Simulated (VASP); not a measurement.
# BaTiO3 (P4mm) in VASP: single point with r2SCAN

Aim: the single point of BaTiO3 with r2SCAN.

Everything below comes from runs of VASP 6.6.1. Logs are shortened: lines on timing, memory, paths and dates and some standing lists are left out, and cuts for length are marked.

## (1) The cell of the first run

It takes space group P4mm (No. 99, tetragonal). The conventional cell has a = 3.955 Å, b = 3.955 Å, c = 3.973 Å, α = 90.00°, β = 90.00°, γ = 90.00°. Within 3.6 Å of Ba (site symmetry 4mm) lie 12 O at 2.76 to 2.85 Å and 8 Ti at 3.39 to 3.47 Å. Ti (site symmetry 4mm) has 6 O at 1.85 to 2.12 Å within 2.5 Å. Within 2.5 Å of O (site symmetry 4mm) lie 2 Ti at 1.85 to 2.12 Å. O (site symmetry 2mm) has 2 Ti at 1.98 Å within 2.6 Å.

## (2) Single point, r2SCAN, collinear spin, zero start

POSCAR reads:

```
BaTiO3
1.0
   -3.9549863100     -3.9549863100      0.0000000000
   -3.9549863100      3.9549863100      0.0000000000
    0.0000000000      0.0000000000     -3.9729824000
Ba Ti O
2 2 6
Direct
    0.0000000000      0.0000000000      0.0000000000
    0.5000000000      0.5000000000      0.0000000000
    0.0000000000      0.5000000000      0.5180000000
    0.5000000000      0.0000000000      0.5180000000
    0.0000000000      0.5000000000      0.9840000000
    0.5000000000      0.0000000000      0.9840000000
    0.7500000000      0.7500000000      0.4850000000
    0.2500000000      0.2500000000      0.4850000000
    0.7500000000      0.2500000000      0.4850000000
    0.2500000000      0.7500000000      0.4850000000
```

INCAR.step1 reads:

```
ALGO     = Normal         # electronic algorithm
EDIFF    = 1E-4           # SCF threshold, eV
ENCUT    = 520            # plane-wave cutoff, eV
GGA      = PE             # functional
ISMEAR   = -1             # smearing method
ISPIN    = 2              # spin polarisation
LASPH    = T              # aspherical terms in the spheres
LCHARG   = F              # write CHGCAR
LMAXMIX  = 4              # l up to which the mixer works
LREAL    = F              # projectors in reciprocal space
LUSENCCL = F            
LWAVE    = T              # write WAVECAR
MAGMOM   = 0 0 0 0 0 0 0 0 0 0 # initial moments
NBANDS   = 55             # bands
NELM     = 150            # most SCF steps
PREC     = Accurate       # precision mode
SIGMA    = 0.1            # smearing width, eV
```

INCAR.step2 reads:

```
ALGO     = Normal         # electronic algorithm
EDIFF    = 1E-6           # SCF threshold, eV
ENCUT    = 520            # plane-wave cutoff, eV
ISIF     = 2              # what is computed and relaxed
ISMEAR   = -1             # smearing method
ISPIN    = 2              # spin polarisation
ISTART   = 1            
LASPH    = T              # aspherical terms in the spheres
LCHARG   = F              # write CHGCAR
LMAXMIX  = 4              # l up to which the mixer works
LMIXTAU  = T            
LORBIT   = 11             # projections on sites
LREAL    = F              # projectors in reciprocal space
LUSENCCL = F            
LWAVE    = F              # write WAVECAR
MAGMOM   = 0 0 0 0 0 0 0 0 0 0 # initial moments
METAGGA  = R2SCAN         # meta-GGA
NBANDS   = 55             # bands
NELM     = 150            # most SCF steps
PREC     = Accurate       # precision mode
SIGMA    = 0.1            # smearing width, eV
```

KPOINTS reads:

```
k-points
0
Gamma
  4 4 6
```

Potentials or basis: VASP PAW PBE potentials, release 64 (Ba_sv, Ti_sv, O).

Command:

```bash
cat potpaw_PBE.64/Ba_sv/POTCAR potpaw_PBE.64/Ti_sv/POTCAR potpaw_PBE.64/O/POTCAR > POTCAR
cp INCAR.step1 INCAR
mpirun -np 1 vasp_std > vasp.out
cp INCAR.step2 INCAR
mpirun -np 1 vasp_std > vasp.out
```

OUTCAR:

```text
EDIFF = 1E-6
   ENCUT = 520
   ISIF = 2
   ISMEAR = -1
   ISPIN = 2
   ISTART = 1
   LASPH = T
   LORBIT = 11
   LREAL = F
   METAGGA = R2SCAN
   NELM = 150
   PREC = Accurate

 ion  position               nearest neighbor table
   1  0.000  0.000  0.000-   7 2.76   8 2.76   9 2.76  10 2.76   5 2.80   6 2.80   5 2.80   6 2.80
                             9 2.85  10 2.85   7 2.85   8 2.85   3 3.39   3 3.39   4 3.39   4 3.39
   2  0.500  0.500  0.000-   7 2.76   8 2.76   9 2.76  10 2.76   5 2.80   6 2.80   6 2.80   5 2.80
                             9 2.85  10 2.85   7 2.85   8 2.85   4 3.39   3 3.39   3 3.39   4 3.39
   3  0.000  0.500  0.518-   5 1.85   7 1.98   8 1.98   9 1.98  10 1.98   5 2.12   1 3.39   2 3.39
                             1 3.39   2 3.39   2 3.47   1 3.47   1 3.47   2 3.47
   4  0.500  0.000  0.518-   6 1.85   7 1.98   8 1.98   9 1.98  10 1.98   6 2.12   1 3.39   2 3.39
                             2 3.39   1 3.39   2 3.47   2 3.47   1 3.47   1 3.47
   5  0.000  0.500  0.984-   3 1.85   3 2.12   2 2.80   1 2.80   1 2.80   2 2.80
   6  0.500  0.000  0.984-   4 1.85   4 2.12   2 2.80   1 2.80   2 2.80   1 2.80
   7  0.750  0.750  0.485-   3 1.98   4 1.98   1 2.76   2 2.76   1 2.85   2 2.85
   8  0.250  0.250  0.485-   3 1.98   4 1.98   1 2.76   2 2.76   1 2.85   2 2.85
   9  0.750  0.250  0.485-   3 1.98   4 1.98   1 2.76   2 2.76   1 2.85   2 2.85
  10  0.250  0.750  0.485-   3 1.98   4 1.98   1 2.76   2 2.76   1 2.85   2 2.85
[... 7 lines left out ...]
 A1 = (  -3.9549863100,  -3.9549863100,   0.0000000000)
 A2 = (  -3.9549863100,   3.9549863100,   0.0000000000)
 A3 = (   0.0000000000,   0.0000000000,  -3.9729824000)

Analysis of symmetry for initial positions (statically):
=====================================================================
 Subroutine PRICEL returns following result:

  LATTYP: Found a simple tetragonal cell.
 ALAT       =     3.9549863100
 C/A-ratio  =     1.0045502281
[... 12 lines left out ...]
 Subroutine GETGRP returns: Found  8 space group operations
 (whereof  8 operations were pure point group operations)
 out of a pool of 16 trial point group operations.

The static configuration has the point symmetry C_4v.

Analysis of symmetry for dynamics (positions and initial velocities):
=====================================================================
 Subroutine PRICEL returns following result:

  LATTYP: Found a simple tetragonal cell.
 ALAT       =     3.9549863100
 C/A-ratio  =     1.0045502281
[... 12 lines left out ...]
 Subroutine GETGRP returns: Found  8 space group operations
 (whereof  8 operations were pure point group operations)
 out of a pool of 16 trial point group operations.

The dynamic configuration has the point symmetry C_4v.

Analysis of structural, dynamic, and magnetic symmetry:
=====================================================================
 Subroutine PRICEL returns following result:

  LATTYP: Found a simple tetragonal cell.
 ALAT       =     3.9549863100
 C/A-ratio  =     1.0045502281
[... 12 lines left out ...]
 Subroutine GETGRP returns: Found  8 space group operations
 (whereof  8 operations were pure point group operations)
 out of a pool of 16 trial point group operations.

The overall configuration has the point symmetry C_4v.

 Subroutine INISYM returns: Found  8 space group operations
 (whereof  8 operations are pure point group operations),
 and found     2 'primitive' translations

----------------------------------------------------------------------------------------

                                     Primitive cell

  volume of cell :      62.1451

  direct lattice vectors                    reciprocal lattice vectors
     0.000000000 -3.954986310  0.000000000    -0.000000000 -0.252845376 -0.000000000
    -3.954986310  0.000000000  0.000000000    -0.252845376 -0.000000000 -0.000000000
     0.000000000  0.000000000 -3.972982400    -0.000000000 -0.000000000 -0.251700083

  length of vectors
     3.954986310  3.954986310  3.972982400     0.252845376  0.252845376  0.251700083

  position of ions in fractional coordinates (direct lattice)
     0.000000000  0.000000000  0.000000000
     0.500000000  0.500000000  0.518000000
     0.500000000  0.500000000  0.984000000
     0.000000000  0.500000000  0.485000000
     0.500000000  0.000000000  0.485000000

  ion indices of the primitive-cell ions
   primitive index   ion index
                 1           1
                 2           3
                 3           5
                 4           7
                 5           9

[... 62 lines left out ...]
   ISTART =      1    job   : 0-new  1-cont  2-samecut
   ICHARG =      0    charge: 1-file 2-atom 10-const
   ISPIN  =      2    spin polarized calculation?
   LNONCOLLINEAR =      F non collinear calculations
   LSORBIT =      F    spin-orbit coupling
   LASPH  =      T    aspherical Exc in radial PAW
   ENCUT  =  520.0 eV  38.22 Ry    6.18 a.u.  10.40 10.40  7.39*2*pi/ulx,y,z
   NELM   =    150;   NELMIN=  2; NELMDL=  0     # of ELM steps
   EDIFF  = 0.1E-05   stopping-criterion for ELM
   LREAL  =      F    real-space projection
[... 7 lines left out ...]
   TEBEG  =    0.0;   TEEND  =   0.0 temperature during run
   PSTRESS=    0.0 pullay stress
   NELECT =      80.0000    total number of electrons
   NUPDOWN=      -1.0000    fix difference up-down
   EMIN   =  10.00;   EMAX   =-10.00  energy-range for DOS
   EFERMI =   0.00;   METHOD = LEGACY
   ISMEAR =    -1;   SIGMA  =   0.10  broadening in eV -4-tet -1-fermi 0-gaus
   EFERMI_NEDOS =   21; number of points for ismear=-14 and -15
   IALGO  =     38    algorithm
   IMIX   =      4    mixing-type and parameters
     AMIX     =   0.40;   BMIX     =  1.00
     AMIX_MAG =   1.60;   BMIX_MAG =  1.00
  volume/ion in A,a.u.               =      12.43        83.88
  Fermi-wavevector in a.u.,A,eV,Ry     =   1.413490  2.671108 27.183800  1.997953
  Thomas-Fermi vector in A             =   2.535130
   LORBIT       =     11    0 simple, 1 ext, 2 COOP (PROOUT), +10 PAW based schemes
   METAGGA = R2SCAN    functional components
   LHFCALC =     F    Hartree Fock is set to
   AEXX    =    0.0000 exact exchange contribution
   IVDW    =     0    specifies the selected vdW correction
   LEPSILON=     F    determine dielectric tensor
   LRPA    =     F    only Hartree local field effects (RPA)
 spin polarized calculation
  energy-cutoff  :      520.00
  volume of cell :      124.29
 maximum number of plane-waves:      3395
 NGX is ok and might be reduce to    42
   NGX = 21   NGY = 21   NGZ = 15

 number of electron      79.9999957 magnetization       0.0000000

 number of electron      79.9999957 magnetization      -0.0000000

 Free energy of the ion-electron system (eV)
  ---------------------------------------------------
  ext. energy  EPLUGINS =         0.00000000
  ---------------------------------------------------
  free energy    TOTEN  =      -148.35489291 eV

  energy without entropy =     -148.35488865  energy(sigma->0) =     -148.35489078

 E-fermi :   4.9999     XC(G=0): -12.0924

 val. band max:        3.8297642137   @ k =   0.0000   0.0000   0.5000
 cond. band min:       6.0755765551   @ k =   0.0000   0.0000   0.0000
 fundamental gap:      2.2458123415
 Fermi energy:         4.9998644304

 spin component 1

 k-point     1 :       0.0000    0.0000    0.0000
  band No.  band energies     occupation
      1     -54.8411      1.00000
      2     -54.8383      1.00000
      3     -30.0826      1.00000
      4     -30.0826      1.00000
      5     -30.0710      1.00000
      6     -30.0660      1.00000
[... 1309 lines left out ...]
     51      12.4658      0.00000
     52      12.4658      0.00000
 Fermi energy:         4.9998644304

 spin component 2

 k-point     1 :       0.0000    0.0000    0.0000
  band No.  band energies     occupation
      1     -54.8411      1.00000
      2     -54.8383      1.00000
      3     -30.0826      1.00000
      4     -30.0826      1.00000
      5     -30.0710      1.00000
      6     -30.0660      1.00000
[... 1309 lines left out ...]
     51      12.4658      0.00000
     52      12.4658      0.00000
 [bands above 52 left out]

------------------------ aborting loop because EDIFF is reached ----------------------------------------

  FORCE on cell =-STRESS in cart. coord.  units (eV):
  Direction    XX          YY          ZZ          XY          YZ          ZX
  --------------------------------------------------------------------------------------
  -------------------------------------------------------------------------------------
  Total        5.8213101      5.8213101      7.2540795      0.0000000     -0.0000000     -0.0000000
  in kB       75.0403256     75.0403256     93.5096194      0.0000000     -0.0000000     -0.0000000
  external PRESSURE =      81.1967569 kB  Pullay stress =       0.0000000 kB

 VOLUME and BASIS-vectors are now :
 -----------------------------------------------------------------------------
  energy-cutoff  :      520.00
  volume of cell :      124.29
      direct lattice vectors                 reciprocal lattice vectors
    -3.954986310 -3.954986310  0.000000000    -0.126422688 -0.126422688 -0.000000000
    -3.954986310  3.954986310  0.000000000    -0.126422688  0.126422688  0.000000000
     0.000000000  0.000000000 -3.972982400    -0.000000000  0.000000000 -0.251700083

 POSITION                                       TOTAL-FORCE (eV/Angst)
 -----------------------------------------------------------------------------------
      0.00000      0.00000      0.00000         0.000000      0.000000     -0.046858
     -3.95499      0.00000      0.00000        -0.000000      0.000000     -0.046858
     -1.97749      1.97749     -2.05800        -0.000000      0.000000      0.341720
     -1.97749     -1.97749     -2.05800         0.000000     -0.000000      0.341720
     -1.97749      1.97749     -3.90941         0.000000      0.000000      0.073575
     -1.97749     -1.97749     -3.90941         0.000000      0.000000      0.073575
     -5.93248      0.00000     -1.92690         0.000000     -0.000000     -0.184218
     -1.97749      0.00000     -1.92690         0.000000      0.000000     -0.184218
     -3.95499     -1.97749     -1.92690        -0.000000     -0.000000     -0.184218
     -3.95499      1.97749     -1.92690         0.000000      0.000000     -0.184218
 -----------------------------------------------------------------------------------
    total drift:                               -0.000000      0.000000      0.001742

  FREE ENERGIE OF THE ION-ELECTRON SYSTEM (eV)
  ---------------------------------------------------
  free  energy   TOTEN  =      -148.3548929069 eV

  energy  without entropy=     -148.3548886485  energy(sigma->0) =     -148.35489078

 total charge

# of ion       s       p       d       tot
------------------------------------------
    1        2.021   5.677   0.328   8.026
    2        2.021   5.677   0.328   8.026
    3        2.220   6.293   1.699  10.211
    4        2.220   6.293   1.699  10.211
    5        1.573   3.518   0.000   5.091
    6        1.573   3.518   0.000   5.091
    7        1.569   3.516   0.000   5.085
    8        1.569   3.516   0.000   5.085
    9        1.569   3.516   0.000   5.085
   10        1.569   3.516   0.000   5.085
--------------------------------------------------
tot         17.904  45.041   4.054  66.999

 magnetization (x)

# of ion       s       p       d       tot
------------------------------------------
    1       -0.000  -0.000  -0.000  -0.000
    2       -0.000  -0.000  -0.000  -0.000
    3       -0.000   0.000  -0.000  -0.000
    4       -0.000   0.000  -0.000  -0.000
    5        0.000  -0.000   0.000  -0.000
    6        0.000  -0.000   0.000  -0.000
    7        0.000   0.000   0.000   0.000
    8        0.000   0.000   0.000   0.000
    9        0.000   0.000   0.000   0.000
   10        0.000   0.000   0.000   0.000
--------------------------------------------------
tot         -0.000   0.000  -0.000  -0.000
```

It took 8.2 min on 1 × NVIDIA H100 80GB with 1 thread of Intel Xeon Platinum 8481C at 2.70GHz (Sapphire Rapids), shared host; peak memory 1.4 GiB.

Results:

```yaml
Free_energy: -148.3549 eV
Pressure: 8.1 GPa
Largest_force: 0.342 eV/Å
Band_gap_on_the_k_mesh: 2.25 eV
Net_moment: 0.00 μB per cell
Valence_electrons_inside_the_program's_atomic_spheres: Ba 8.03; Ti 10.21; O 5.09, 5.08 (each value once)
```

Forces on the atoms (eV/Å):
```
Ba   0.000  0.000 -0.047
Ba   0.000  0.000 -0.047
Ti   0.000  0.000  0.342
Ti   0.000  0.000  0.342
O    0.000  0.000  0.074
O    0.000  0.000  0.074
O    0.000  0.000 -0.184
O    0.000  0.000 -0.184
O    0.000  0.000 -0.184
O    0.000  0.000 -0.184
```

Stress tensor (GPa, compression positive):
```
7.50 0.00 0.00
0.00 7.50 0.00
0.00 0.00 9.35
```

Caveat: the cell stands under pressure; the PAW data sets were made with another functional, which shifts forces and pressure a little; spin-orbit coupling is left out, which moves the levels of the heavy elements. A k mesh can miss the band edges.
